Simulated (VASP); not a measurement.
# HfMg3 (I4/mmm) in VASP: a series of runs

Runs on HfMg3. Level: PBE. Tasks: single point.

Program: VASP 6.6.1. These are calculated values, not measurements. Logs are shortened: lines on timing, memory, paths and dates and some standing lists are left out, and cuts for length are marked.

### Step 1. The cell of the first run

The structure is tetragonal, space group I4/mmm (No. 139). Conventional cell: a = 4.362 Å, b = 4.362 Å, c = 8.786 Å, α = 90.00°, β = 90.00°, γ = 90.00°. Mg (site symmetry 4/mmm) has 4 Hf at 3.08 Å and 8 Mg at 3.10 Å within 4.1 Å. Within 4.1 Å of Mg (site symmetry -4m2) lie 8 Mg at 3.08 to 3.10 Å and 4 Hf at 3.10 Å. Within 4.1 Å of Hf (site symmetry 4/mmm) lie 12 Mg at 3.08 to 3.10 Å.

### Step 2. Single point, PBE

INCAR

```
SYSTEM = HfMg3
ALGO = Normal ; EDIFF = 1E-6
ENCUT = 520 ; GGA = PE
ISIF = 2 ; ISMEAR = 1
LASPH = .True. ; LCHARG = .False.
LREAL = .False. ; LWAVE = .False.
NBANDS = 16 ; NELM = 100
PREC = Accurate ; SIGMA = 0.1
```

KPOINTS

```
k-points
0
Gamma
  7 7 7
  0 0 0
```

POSCAR

```
HfMg3
1.0
   -2.1809044719      2.1809044719      4.3930714549
    2.1809044719     -2.1809044719      4.3930714549
    2.1809044719      2.1809044719     -4.3930714549
Mg Hf
3 1
Direct
    0.5000000000      0.5000000000      0.0000000000
    0.2500000000      0.7500000000      0.5000000000
    0.7500000000      0.2500000000      0.5000000000
    0.0000000000      0.0000000000      0.0000000000
```

Potentials or basis: VASP PAW PBE potentials, release 64 (Mg, Hf_pv).

On the command line:

```
> cat potpaw_PBE.64/Mg/POTCAR potpaw_PBE.64/Hf_pv/POTCAR > POTCAR
> mpirun -np 1 vasp_std > vasp.out
```

OUTCAR:

```text
SYSTEM = HfMg3
   EDIFF = 1E-6
   ENCUT = 520
   GGA = PE
   ISIF = 2
   ISMEAR = 1
   LASPH = .True.
   LREAL = .False.
   NELM = 100
   PREC = Accurate

 ion  position               nearest neighbor table
   1  0.500  0.500  0.000-   4 3.08   4 3.08   4 3.08   4 3.08   3 3.10   2 3.10   3 3.10   3 3.10
                             2 3.10   2 3.10   3 3.10   2 3.10
   2  0.250  0.750  0.500-   3 3.08   3 3.08   3 3.08   3 3.08   4 3.10   1 3.10   4 3.10   1 3.10
                             4 3.10   4 3.10   1 3.10   1 3.10
   3  0.750  0.250  0.500-   2 3.08   2 3.08   2 3.08   2 3.08   4 3.10   1 3.10   4 3.10   4 3.10
                             1 3.10   1 3.10   4 3.10   1 3.10
   4  0.000  0.000  0.000-   1 3.08   1 3.08   1 3.08   1 3.08   3 3.10   2 3.10   3 3.10   2 3.10
                             3 3.10   3 3.10   2 3.10   2 3.10

  LATTYP: Found a body centered tetragonal cell.
 ALAT       =     4.3618089438
 C/A-ratio  =     2.0143346540

  Lattice vectors:

 A1 = (  -2.1809044719,   2.1809044719,   4.3930714549)
 A2 = (   2.1809044719,  -2.1809044719,   4.3930714549)
 A3 = (   2.1809044719,   2.1809044719,  -4.3930714549)

Analysis of symmetry for initial positions (statically):
=====================================================================
 Subroutine PRICEL returns:
 Original cell was already a primitive cell.

 Routine SETGRP: Setting up the symmetry group for a
 body centered tetragonal supercell.

 Subroutine GETGRP returns: Found 16 space group operations
 (whereof 16 operations were pure point group operations)
 out of a pool of 16 trial point group operations.

The static configuration has the point symmetry D_4h.

Analysis of symmetry for dynamics (positions and initial velocities):
=====================================================================
 Subroutine PRICEL returns:
 Original cell was already a primitive cell.

 Routine SETGRP: Setting up the symmetry group for a
 body centered tetragonal supercell.

 Subroutine GETGRP returns: Found 16 space group operations
 (whereof 16 operations were pure point group operations)
 out of a pool of 16 trial point group operations.

The dynamic configuration has the point symmetry D_4h.

 Subroutine INISYM returns: Found 16 space group operations
 (whereof 16 operations are pure point group operations),
 and found     1 'primitive' translations

----------------------------------------------------------------------------------------

                                     Primitive cell

  volume of cell :      83.5798

  direct lattice vectors                    reciprocal lattice vectors
    -2.180904472  2.180904472  4.393071455     0.000000000  0.229262678  0.113815586
     2.180904472 -2.180904472  4.393071455     0.229262678  0.000000000  0.113815586
     2.180904472  2.180904472 -4.393071455     0.229262678  0.229262678  0.000000000

  length of vectors
     5.367659214  5.367659214  5.367659214     0.255959690  0.255959690  0.324226389

  position of ions in fractional coordinates (direct lattice)
     0.500000000  0.500000000  0.000000000
     0.250000000  0.750000000  0.500000000
     0.750000000  0.250000000  0.500000000
     0.000000000  0.000000000  0.000000000

  ion indices of the primitive-cell ions
   primitive index   ion index
                 1           1
                 2           2
                 3           3
                 4           4

----------------------------------------------------------------------------------------

 KPOINTS: k-points

Automatic generation of k-mesh.
 Grid dimensions read from file:
 generate k-points for:    7    7    7

 Generating k-lattice:

  Cartesian coordinates                     Fractional coordinates (reciprocal lattice)
     0.000000000  0.032751811  0.016259369     0.142857143 -0.000000000  0.000000000
     0.032751811  0.000000000  0.016259369    -0.000000000  0.142857143  0.000000000
     0.032751811  0.032751811  0.000000000     0.000000000  0.000000000  0.142857143

  Length of vectors
     0.036565670  0.036565670  0.046318056

  Shift w.r.t. Gamma in fractional coordinates (k-lattice)
     0.000000000  0.000000000  0.000000000

 Subroutine IBZKPT returns following result:
 ===========================================

 Found     40 irreducible k-points:

 Following reciprocal coordinates:
            Coordinates               Weight
  0.000000  0.000000  0.000000      1.000000
  0.142857 -0.000000  0.000000      8.000000
  0.285714 -0.000000  0.000000      8.000000
  0.428571 -0.000000  0.000000      8.000000
  0.142857  0.142857  0.000000      8.000000
  0.285714  0.142857  0.000000     16.000000
[... 16 lines left out ...]
 -0.142857  0.285714  0.142857      8.000000
 -0.428571  0.428571  0.142857      8.000000
 [... further k-points ...]
   k-points           NKPTS =     40   k-points in BZ     NKDIM =     40   number of bands    NBANDS=     16
   number of dos      NEDOS =    301   number of ions     NIONS =      4
   total plane-waves  NPLWV =  64000
   dimension x,y,z NGX =    40 NGY =   40 NGZ =   40
   dimension x,y,z NGXF=    80 NGYF=   80 NGZF=   80
   ions per type =               3   1
   NGX,Y,Z   is equivalent  to a cutoff of  12.39, 12.39, 12.39 a.u.
   NGXF,Y,Z  is equivalent  to a cutoff of  24.78, 24.78, 24.78 a.u.
 SYSTEM =  HfMg3
   PREC   = accura    normal or accurate (medium, high low for compatibility)
   ISTART =      0    job   : 0-new  1-cont  2-samecut
   ICHARG =      2    charge: 1-file 2-atom 10-const
   ISPIN  =      1    spin polarized calculation?
   LNONCOLLINEAR =      F non collinear calculations
   LSORBIT =      F    spin-orbit coupling
   LASPH  =      T    aspherical Exc in radial PAW
   ENCUT  =  520.0 eV  38.22 Ry    6.18 a.u.   9.98  9.98  9.98*2*pi/ulx,y,z
   NELM   =    100;   NELMIN=  2; NELMDL= -5     # of ELM steps
   EDIFF  = 0.1E-05   stopping-criterion for ELM
   LREAL  =      F    real-space projection
   EDIFFG = 0.1E-04   stopping-criterion for IOM
   NSW    =      0    number of steps for IOM
   IBRION =     -1    ionic relax: 0-MD 1-quasi-New 2-CG
   NFREE  =      0    steps in history (QN), initial steepest desc. (CG)
   ISIF   =      2    stress and relaxation
   ISYM   =      2    0-nonsym 1-usesym 2-fastsym
   POTIM  = 0.5000    time-step for ionic-motion
   TEBEG  =    0.0;   TEEND  =   0.0 temperature during run
   PSTRESS=    0.0 pullay stress
   NELECT =      16.0000    total number of electrons
   NUPDOWN=      -1.0000    fix difference up-down
   EMIN   =  10.00;   EMAX   =-10.00  energy-range for DOS
   EFERMI =   0.00;   METHOD = LEGACY
   ISMEAR =     1;   SIGMA  =   0.10  broadening in eV -4-tet -1-fermi 0-gaus
   EFERMI_NEDOS =   21; number of points for ismear=-14 and -15
   IALGO  =     38    algorithm
   IMIX   =      4    mixing-type and parameters
     AMIX     =   0.40;   BMIX     =  1.00
     AMIX_MAG =   1.60;   BMIX_MAG =  1.00
  volume/ion in A,a.u.               =      20.89       141.01
  Fermi-wavevector in a.u.,A,eV,Ry     =   0.943512  1.782980 12.112121  0.890216
  Thomas-Fermi vector in A             =   2.071227
   LORBIT       =      0    0 simple, 1 ext, 2 COOP (PROOUT), +10 PAW based schemes
   GGA     = PE    functional components
   LHFCALC =     F    Hartree Fock is set to
   AEXX    =    0.0000 exact exchange contribution
   IVDW    =     0    specifies the selected vdW correction
   LEPSILON=     F    determine dielectric tensor
   LRPA    =     F    only Hartree local field effects (RPA)
 non-spin polarized calculation
 Methfessel and Paxton  Order N= 1 SIGMA  =   0.10
  energy-cutoff  :      520.00
  volume of cell :       83.58
 maximum number of plane-waves:      2271
   NGX = 19   NGY = 19   NGZ = 19

 number of electron      16.0000001 magnetization

 Free energy of the ion-electron system (eV)
  ---------------------------------------------------
  ext. energy  EPLUGINS =         0.00000000
  ---------------------------------------------------
  free energy    TOTEN  =       -13.39275507 eV

  energy without entropy =      -13.39069828  energy(sigma->0) =      -13.39206948

 E-fermi :   3.3450     XC(G=0):  -9.5364

 val. band max:        3.3203850315   @ k =  -0.2857   0.2857   0.1429
 cond. band min:       3.3599241615   @ k =  -0.4286   0.4286   0.1429
 fundamental gap:      0.0395391300
 Fermi energy:         3.3450464806

 k-point     1 :       0.0000    0.0000    0.0000
  band No.  band energies     occupation
      1     -27.6624      2.00000
      2     -27.5853      2.00000
      3     -27.5853      2.00000
      4      -3.7303      2.00000
      5       2.4307      2.00000
      6       2.5446      2.00000
[... 8 lines left out ...]
     15       8.3270      0.00000
     16       9.3619      0.00000

 k-point     2 :       0.1429   -0.0000    0.0000
  band No.  band energies     occupation
      1     -27.6624      2.00000
      2     -27.5878      2.00000
      3     -27.5852      2.00000
      4      -3.5042      2.00000
      5       2.1031      2.00000
      6       2.3557      2.00000
[... 8 lines left out ...]
     15       8.8728      0.00000
     16       9.2695      0.00000

 k-point     3 :       0.2857   -0.0000    0.0000
  band No.  band energies     occupation
      1     -27.6624      2.00000
      2     -27.5936      2.00000
      3     -27.5849      2.00000
      4      -2.8434      2.00000
      5       1.0027      2.00000
      6       1.8486      2.00000
[... 8 lines left out ...]
     15       9.3268      0.00000
     16       9.4876      0.00000
[... 362 lines left out ...]
 k-point    23 :      -0.1429    0.2857    0.1429
  band No.  band energies     occupation
      1     -27.6623      2.00000
      2     -27.5982      2.00000
      3     -27.5846      2.00000
      4      -2.1225      2.00000
      5       0.2146      2.00000
      6       1.1463      2.00000
[... 8 lines left out ...]
     15       8.8049      0.00000
     16       8.9106      0.00000

 k-point    24 :      -0.4286    0.4286    0.1429
  band No.  band energies     occupation
      1     -27.6620      2.00000
      2     -27.5974      2.00000
      3     -27.5925      2.00000
      4      -0.4464      2.00000
      5       0.0980      2.00000
      6       0.4755      2.00000
[... 8 lines left out ...]
     15       9.1877      0.00000
     16       9.7251      0.00000

 [... further k-points ...]

------------------------ aborting loop because EDIFF is reached ----------------------------------------

  FORCE on cell =-STRESS in cart. coord.  units (eV):
  Direction    XX          YY          ZZ          XY          YZ          ZX
  --------------------------------------------------------------------------------------
  -------------------------------------------------------------------------------------
  Total        2.2390044      2.2390044      1.0042107      0.0000000      0.0000000      0.0000000
  in kB       42.9204228     42.9204228     19.2501401      0.0000000      0.0000000      0.0000000
  external PRESSURE =      35.0303285 kB  Pullay stress =       0.0000000 kB

 VOLUME and BASIS-vectors are now :
 -----------------------------------------------------------------------------
  energy-cutoff  :      520.00
  volume of cell :       83.58
      direct lattice vectors                 reciprocal lattice vectors
    -2.180904472  2.180904472  4.393071455     0.000000000  0.229262678  0.113815586
     2.180904472 -2.180904472  4.393071455     0.229262678  0.000000000  0.113815586
     2.180904472  2.180904472 -4.393071455     0.229262678  0.229262678  0.000000000

 POSITION                                       TOTAL-FORCE (eV/Angst)
 -----------------------------------------------------------------------------------
      0.00000      0.00000      4.39307        -0.000000      0.000000     -0.000000
      2.18090      0.00000      2.19654         0.000000     -0.000000     -0.000000
      0.00000      2.18090      2.19654        -0.000000     -0.000000      0.000000
      0.00000      0.00000      0.00000        -0.000000      0.000000     -0.000000
 -----------------------------------------------------------------------------------
    total drift:                               -0.000000     -0.000000      0.000000

  FREE ENERGIE OF THE ION-ELECTRON SYSTEM (eV)
  ---------------------------------------------------
  free  energy   TOTEN  =       -13.3927550746 eV

  energy  without entropy=      -13.3906982814  energy(sigma->0) =      -13.39206948
```

It took 63 s on 1 thread of Intel Xeon Platinum 8259CL at 2.50GHz (Skylake/Cascade Lake), shared host; peak memory 0.26 GiB.

Results:

- Free energy: -13.3928 eV
- Pressure: 3.5 GPa
- Band gap on the k mesh: zero (band 8 reaches 4.00 eV, above the bottom of band 9 at 2.51 eV)

Levels at points of the mesh, in eV from the Fermi level:
```tsv
k point	band 5	band 6	band 7	band 8	band 9	band 10	band 11	band 12
(0.00, 0.00, 0.00)	-0.91	-0.80	-0.35	-0.35	0.50	1.28	2.80	2.80
```

Caveat: spin-orbit coupling is left out, which moves the levels of the heavy elements.

### Step 3. Single point, PBE

This run uses another cell than the first one, of 21.34 Å³/atom, 1.021 times its volume.

INCAR

```
  PREC = Accurate
  ENCUT = 520
  EDIFF = 1E-6
  ISMEAR = 1
  SIGMA = 0.1
  LREAL = False
  LASPH = True
  NELM = 100
  ALGO = Normal
  ISIF = 2
  LWAVE = False
  LCHARG = False
  GGA = PE
  NBANDS = 16
```

KPOINTS

```
regular mesh
0
Gamma
  7 7 7
```

POSCAR

```
HfMg3
1.0
   -2.1962634601      2.1962634601      4.4240095971
    2.1962634601     -2.1962634601      4.4240095971
    2.1962634601      2.1962634601     -4.4240095971
Mg Hf
3 1
Direct
    0.5000000000      0.5000000000      0.0000000000
    0.2500000000      0.7500000000      0.5000000000
    0.7500000000      0.2500000000      0.5000000000
    0.0000000000      0.0000000000      0.0000000000
```

Potentials or basis: VASP PAW PBE potentials, release 64 (Mg, Hf_pv).

On the command line:

```
> cat potpaw_PBE.64/Mg/POTCAR potpaw_PBE.64/Hf_pv/POTCAR > POTCAR
> mpirun -np 1 vasp_std > vasp.out
```

It took 61 s on 1 thread of Intel Xeon Platinum 8259CL at 2.50GHz (Skylake/Cascade Lake), shared host; peak memory 0.27 GiB.

Results (log left out):

```yaml
Free_energy: -13.4241 eV
Pressure: 2.2 GPa
Band_gap_on_the_k_mesh: zero (band 8 reaches 3.88 eV, above the bottom of band 9 at 2.39 eV)
```

Stress tensor (GPa, compression positive):
```
2.88 0.00 0.00
0.00 2.88 0.00
0.00 0.00 0.72
```

Levels at points of the mesh, in eV from the Fermi level:
| k point | band 6 | band 7 | band 8 | band 9 | band 10 | band 11 |
| --- | --- | --- | --- | --- | --- | --- |
| (0.00, 0.00, 0.00) | -0.77 | -0.34 | -0.34 | 0.48 | 1.26 | 2.74 |

Caveat: spin-orbit coupling is left out, which moves the levels of the heavy elements.

### Step 4. Single point, PBE

This run uses another cell than the first one, of 21.78 Å³/atom, 1.043 times its volume.

INCAR

```
PREC = Accurate
ENCUT = 520
EDIFF = 1E-6
ISMEAR = 1
SIGMA = 0.1
LREAL = F
LASPH = T
NELM = 60
ALGO = Normal
ISIF = 2
LWAVE = F
LCHARG = T
GGA = PE
LELF = T
LVHAR = T
NBANDS = 16
```

KPOINTS

```
Automatic mesh
0
Gamma
  7 7 7
```

POSCAR

```
HfMg3
1.0
   -2.2114105833      2.2114105833      4.4545209723
    2.2114105833     -2.2114105833      4.4545209723
    2.2114105833      2.2114105833     -4.4545209723
Mg Hf
3 1
Direct
    0.5000000000      0.5000000000      0.0000000000
    0.2500000000      0.7500000000      0.5000000000
    0.7500000000      0.2500000000      0.5000000000
    0.0000000000      0.0000000000      0.0000000000
```

On the command line:

```
> cat potpaw_PBE.64/Mg/POTCAR potpaw_PBE.64/Hf_pv/POTCAR > POTCAR
> mpirun -np 1 vasp_std > vasp.out
```

Wall time 66 s (1 thread of Intel Xeon Platinum 8259CL at 2.50GHz (Skylake/Cascade Lake), shared host); peak memory 0.27 GiB.

It converged, with:

```
Free energy            : -13.4413 eV
Pressure               : 0.9 GPa
Band gap on the k mesh : zero (band 8 reaches 3.76 eV, above the bottom of band 9 at 2.28 eV)
```

Stress tensor (GPa, compression positive):
```
 1.60  0.00  0.00
 0.00  1.60  0.00
 0.00  0.00 -0.37
```

Levels at points of the mesh, in eV from the Fermi level:
| k point | band 6 | band 7 | band 8 | band 9 | band 10 | band 11 |
| --- | --- | --- | --- | --- | --- | --- |
| (0.00, 0.00, 0.00) | -0.75 | -0.33 | -0.33 | 0.47 | 1.24 | 2.69 |

Caveat: spin-orbit coupling is left out, which moves the levels of the heavy elements.

### Step 5. Single point, PBE

This run uses another cell than the first one, of 22.23 Å³/atom, 1.064 times its volume.

INCAR

```
SYSTEM = HfMg3
  PREC = Accurate
  ENCUT = 520
  EDIFF = 1E-7
  ISMEAR = 1
  SIGMA = 0.1
  LREAL = .FALSE.
  LASPH = .TRUE.
  NELM = 80
  ALGO = Normal
  ISIF = 2
  LWAVE = .FALSE.
  LCHARG = .TRUE.
  GGA = PE
  LELF = .TRUE.
  LVHAR = .TRUE.
  NBANDS = 16
```

KPOINTS

```
regular mesh
0
G
  7 7 7
  0 0 0
```

POSCAR

```
HfMg3
1.0
   -2.2263530000      2.2263530000      4.4846200000
    2.2263530000     -2.2263530000      4.4846200000
    2.2263530000      2.2263530000     -4.4846200000
Mg Hf
3 1
Direct
    0.5000000000      0.5000000000      0.0000000000
    0.2500000000      0.7500000000      0.5000000000
    0.7500000000      0.2500000000      0.5000000000
    0.0000000000      0.0000000000      0.0000000000
```

On the command line:

```
> cat potpaw_PBE.64/Mg/POTCAR potpaw_PBE.64/Hf_pv/POTCAR > POTCAR
> mpirun -np 1 vasp_std > vasp.out
```

Wall time 1.7 min (1 thread of Intel Xeon Platinum 8259CL at 2.50GHz (Skylake/Cascade Lake), shared host); peak memory 0.28 GiB.

Results (log left out):

```
Free energy            : -13.4456 eV
Pressure               : -0.2 GPa
Band gap on the k mesh : zero (band 8 reaches 3.65 eV, above the bottom of band 9 at 2.17 eV)
```

Stress tensor (GPa, compression positive):
```
 0.43  0.00  0.00
 0.00  0.43  0.00
 0.00  0.00 -1.36
```

Levels at points of the mesh, in eV from the Fermi level:
```csv
k point,band 4,band 5,band 6,band 7,band 8,band 9,band 10,band 11,band 12,band 13
"(0.00, 0.00, 0.00)",-6.84,-0.86,-0.72,-0.32,-0.32,0.45,1.22,2.64,2.64,2.87
```

Caveat: spin-orbit coupling is left out, which moves the levels of the heavy elements.

### Step 6. The runs side by side

| cell | gap on the mesh (eV) | pressure (GPa) |
| --- | --- | --- |
| a = 5.368 Å, angles 132.1, 132.1, 70.1°, 4 atoms | none | 3.5 |
| a = 5.405 Å, angles 132.1, 132.1, 70.1°, 4 atoms | none | 2.2 |
| a = 5.443 Å, angles 132.1, 132.1, 70.1°, 4 atoms | none | 0.9 |
| a = 5.480 Å, angles 132.1, 132.1, 70.1°, 4 atoms | none | -0.2 |

Alike in all rows: task single point; level PBE; potentials or basis VASP PAW PBE potentials, release 64 (Mg, Hf_pv); no spin polarisation; k mesh 7 × 7 × 7; cutoff (eV) 520; smearing methfessel-paxton 0.1 eV.

Caveats: spin-orbit coupling is left out, which moves the levels of the heavy elements.

Absolute energies hang on the potentials; compare differences alone.
